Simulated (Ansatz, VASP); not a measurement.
**ZnAu in VASP and in Ansatz**

```
CELL_PARAMETERS angstrom
3.21183 0.00000 0.00000
0.00000 3.21183 0.00000
0.00000 0.00000 3.21183
ATOMIC_POSITIONS crystal
Zn 0.50000 0.50000 0.50000
Au 0.00000 0.00000 0.00000
```

Change from the starting cell: volume scaled by 1.06.

Alike in both runs: task single point; functional PBEsol; k mesh 13 × 13 × 13; occupations fermi-dirac, width 0.05 eV; no spin polarisation.

|  | VASP | Ansatz |
| --- | --- | --- |
| version | VASP 6.6.1 | Ansatz 0.2.0 |
| potentials or method | VASP PAW PBE potentials, release 64 (Zn, Au), cutoff 520 eV | all-electron LAPW, scalar-relativistic |

|  | VASP | Ansatz | Ansatz less VASP |
| --- | --- | --- | --- |
| pressure (GPa) | -9.0 | -9.1 | -0.10 |

VASP's potentials were made for PBE, not for PBEsol. Ansatz ran all-electron here, and VASP with PAW potentials.

Spin-orbit coupling is off throughout.
